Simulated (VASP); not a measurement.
# AlN (AlN (P6_3mc)): single point with PBE

The system is AlN (AlN (P6_3mc)).

```
Al N
1.0
     6.25951    0.00000    0.00000
    -3.12976    5.42090    0.00000
     0.00000    0.00000    5.01740
Al N
8 8
Direct
  0.33355 0.16647 0.50002
  0.33355 0.66647 0.50002
  0.83355 0.16647 0.50002
  0.83355 0.66647 0.50002
  0.16647 0.33355 0.00002
  0.16647 0.83355 0.00002
  0.66647 0.33355 0.00002
  0.66647 0.83355 0.00002
  0.33196 0.16802 0.87998
  0.16802 0.33196 0.37998
  0.33196 0.66802 0.87998
  0.16802 0.83196 0.37998
  0.83196 0.16802 0.87998
  0.66802 0.33196 0.37998
  0.83196 0.66802 0.87998
  0.66802 0.83196 0.37998
```

| Property | Result |
| --- | --- |
| Program | VASP 6.6.1 |
| Task | single point |
| Functional | PBE |
| Potentials or basis | VASP PAW PBE potentials, release 64 (Al, N) |
| Cutoff | 520 eV |
| k mesh | 1 × 1 × 2, shifted |
| Occupations | gaussian, width 0.01 eV |
| Spin | no spin polarisation |
| Dipole correction | no |
| Further INCAR settings | LREAL = Auto; ALGO = Normal; EDIFF = 1e-06; NBANDS = 46 |

| Quantity | Value |
| --- | --- |
| Pressure | -0.6 GPa |
| Largest force | 0.206 eV/Å |
| Band gap on the k mesh | 5.74 eV |

Forces on the atoms (eV/Å):
```
Al   0.117 -0.069  0.012
Al   0.117 -0.069  0.012
Al   0.117 -0.069  0.012
Al   0.117 -0.069  0.012
Al  -0.119  0.067  0.012
Al  -0.119  0.067  0.012
Al  -0.119  0.067  0.012
Al  -0.119  0.067  0.012
N    0.179 -0.101 -0.012
N   -0.177  0.104 -0.012
N    0.179 -0.101 -0.012
N   -0.177  0.104 -0.012
N    0.179 -0.101 -0.012
N   -0.177  0.104 -0.012
N    0.179 -0.101 -0.012
N   -0.177  0.104 -0.012
```

Stress tensor (GPa, compression positive):
```
-1.66 -0.84  0.00
-0.84 -2.64  0.00
 0.00  0.00  2.48
```

Levels at points of the mesh, in eV from the valence-band top:
```tsv
k point	band 28	band 29	band 30	band 31	band 32	band 33	band 34	band 35	band 36	band 37
(0.25, 0.25, 0.12)	-0.67	-0.37	-0.37	-0.26	0.00	5.79	6.35	6.80	6.80	7.43
```

Run time: 59 s on 1 thread of AMD EPYC 9R45 96-Core Processor (Zen 5) (shared host), peak memory 0.27 GiB.

Caveat: the k points lie up to 1.16 Å⁻¹ apart. A k mesh can miss the band edges.
